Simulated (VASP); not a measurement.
The system is Al.

```
Al
1.0
     2.86351    0.00000    0.00000
     1.43175    2.47987    0.00000
     1.43175    0.82662    2.33804
Al
1
Direct
  0.00000 0.00000 0.00000
```

```yaml
Program: VASP 6.6.1
Task: relaxation of volume and atoms at fixed shape
Functional: LDA
Potentials_or_basis: VASP PAW LDA potentials, release 64 (Al)
Cutoff: 600 eV
k_mesh: 9 × 9 × 9
Occupations: methfessel-paxton, width 0.05 eV
Spin: no spin polarisation
```

At the start: pressure -3.4 GPa; volume 16.60 Å³/atom.

Where does the relaxation end?

Over 3 steps the energy falls by 7.7 meV/atom and the volume is 15.90 Å³/atom (-4.2 %); space group Fm-3m (No. 225, to 0.05 Å).

Step by step:
| step | energy change (eV) | largest force (eV/Å) | pressure (GPa) | volume (Å³) |
| --- | --- | --- | --- | --- |
| 1 | 0.0000 | 0.0000 | -3.38 | 16.60 |
| 2 | -0.0074 | 0.0000 | 0.72 | 15.78 |
| 3 | -0.0077 | 0.0000 | 0.01 | 15.90 |

Final structure:
```
CELL_PARAMETERS angstrom
2.82277 0.00000 0.00000
1.41138 2.44459 0.00000
1.41138 0.81486 2.30478
ATOMIC_POSITIONS crystal
Al 0.00000 0.00000 0.00000
```
